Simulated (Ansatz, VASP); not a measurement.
# Ge in VASP and in Ansatz

File POSCAR:

```
Ge
1.0
    0.0000000000      3.1116470000      2.8287700000
    2.5458930000      0.0000000000      2.8287700000
    2.5458930000      3.1116470000      0.0000000000
Ge
2
Direct
    0.5000000000      0.5000000000      0.5000000000
    0.7500000000      0.7500000000      0.7500000000
```

INCAR.step1

```
SYSTEM = Ge
ALGO = Normal ; EDIFF = 1E-4
ENCUT = 520 ; GGA = PE
ISMEAR = 0 ; LASPH = .TRUE.
LCHARG = .FALSE. ; LREAL = .FALSE.
LWAVE = .TRUE. ; NBANDS = 21
NELM = 80 ; PREC = Accurate
SIGMA = 0.05
```

INCAR.step2

```
SYSTEM = Ge
ALGO = Normal ; EDIFF = 1E-6
ENCUT = 520 ; ISIF = 2
ISMEAR = 0 ; ISTART = 1
LASPH = .TRUE. ; LCHARG = .FALSE.
LMIXTAU = .TRUE. ; LREAL = .FALSE.
LWAVE = .FALSE. ; METAGGA = R2SCAN
NBANDS = 21 ; NELM = 80
PREC = Accurate ; SIGMA = 0.05
```

KPOINTS

```
k-points
0
G
  10 10 10
  0 0 0
```

Input for Ansatz:

```yaml
crystal:
  lattice:
    - [0.0, 3.111647, 2.82877]
    - [2.545893, 0.0, 2.82877]
    - [2.545893, 3.111647, 0.0]
  atoms:
    - { symbol: Ge, position: [0.5, 0.5, 0.5] }
    - { symbol: Ge, position: [0.75, 0.75, 0.75] }
basis:
  ecutwfc: 500
kpoints:
  mp_grid: { grid: [10, 10, 10] }
hamiltonian:
  xc: r2scan
scf:
  occupations: { method: gaussian, width: 0.05 }
output:
  forces: true
  stress: true
  eigenvalues: true
```

Change from the starting cell: strain -0.1000 x Voigt [1, -1, 0, 0, 0, 0], atoms carried along.

Alike in both runs: task single point; functional r2SCAN; k mesh 10 × 10 × 10; occupations gaussian, width 0.05 eV; no spin polarisation.

|  | VASP | Ansatz |
| --- | --- | --- |
| version | VASP 6.6.1 | Ansatz 0.2.0 |
| potentials or method | VASP PAW PBE potentials, release 64 (Ge_d), cutoff 520 eV | scalar-relativistic, plane waves, PAW |
| valence electrons in the cell | 28 | 28 |

|  | VASP | Ansatz | Ansatz less VASP |
| --- | --- | --- | --- |
| gap on the k mesh at the Fermi level (eV) | none | none | - |
| pressure (GPa) | 1.3 | 1.3 | 0.00 |
| traceless stress, the component that is largest in VASP (GPa) | -8.53 | -8.58 | -0.056 |

VASP's potentials were made for PBE, not for r2SCAN. A gap of «none» marks a metal or a gap that the smearing closes.
